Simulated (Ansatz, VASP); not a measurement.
**BN in VASP and in Ansatz**

Contents of POSCAR:

```
BN
1.0
    2.5410452472      0.0000000000      0.0000000000
   -1.2631167351      2.2048689444      0.0000000000
   -0.6389642561     -1.1024344721      3.0623148244
N B
1 1
Direct
    0.6685060000      0.3323850000      0.9849990000
    0.9796430000      0.9834990000      0.0018060000
```

The input INCAR.step1:

```
SYSTEM = BN
ALGO = Normal
EDIFF = 1E-5
ENCUT = 520
GGA = PE
ISIF = 2
ISMEAR = -1
LASPH = .True.
LCHARG = .False.
LREAL = .False.
LWAVE = .True.
NBANDS = 11
NELM = 100
PREC = Accurate
SIGMA = 0.05
```

Contents of INCAR.step2:

```
SYSTEM = BN
AEXX = 0.25
ALGO = Normal
EDIFF = 1E-7
ENCUT = 520
GGA = PE
ISIF = 2
ISMEAR = -1
ISTART = 1
LASPH = .True.
LCHARG = .False.
LHFCALC = .True.
LREAL = .False.
LWAVE = .False.
NBANDS = 11
NELM = 100
PREC = Accurate
PRECFOCK = Normal
SIGMA = 0.05
```

File KPOINTS:

```
k-points
0
Gamma
  6 6 4
  0 0 0
```

File input.yaml:

```yaml
crystal:
  lattice:
    - [2.5410452472, 0.0, 0.0]
    - [-1.2631167351, 2.2048689444, 0.0]
    - [-0.6389642561, -1.1024344721, 3.0623148244]
  atoms:
    - { symbol: "N", position: [0.668506, 0.332385, 0.984999] }
    - { symbol: B, position: [0.979643, 0.983499, 0.001806] }
hamiltonian:
  xc: pbe0
  pseudopotentials: { kind: paw }
kpoints:
  mp_grid: { grid: [6, 6, 4] }
scf:
  occupations: { method: fermi_dirac, width: 0.05 }
output:
  forces: true
  stress: true
  eigenvalues: true
  write_density: true
  write_potential: true
  elf: true
  volumetric_format: npy
```

Alike in both runs: task single point; functional PBE0; k mesh 6 × 6 × 4; occupations fermi-dirac, width 0.05 eV; no spin polarisation.

|  | VASP | Ansatz |
| --- | --- | --- |
| version | VASP 6.6.1 | Ansatz 0.2.0 |
| potentials or method | VASP PAW PBE potentials, release 64 (N, B) | Ansatz PAW |
| plane-wave cutoff (eV) | 520 | 420 |
| valence electrons in the cell | 8 | 8 |

Ansatz gave:

| Property | Result |
| --- | --- |
| gap on the k mesh at the Fermi level (eV) | 4.93 |
| least direct gap on the mesh (eV) | 6.55 |
| pressure (GPa) | -10.7 |
| traceless stress, the component that is largest in VASP (GPa) | 16.99 |
| rms of the force components (eV/Å) | 1.488 |

Task: What did VASP give for the same quantities?

Result: gap on the k mesh at the Fermi level (eV): 4.95; least direct gap on the mesh (eV): 6.57; pressure (GPa): -10.6; traceless stress, the component that is largest in VASP (GPa): 16.56; rms of the force components (eV/Å): 1.488.

Atom by atom the forces differ by 0.001 eV/Å (rms over components).

The k mesh is coarse, so the values compare programs but aren't converged.
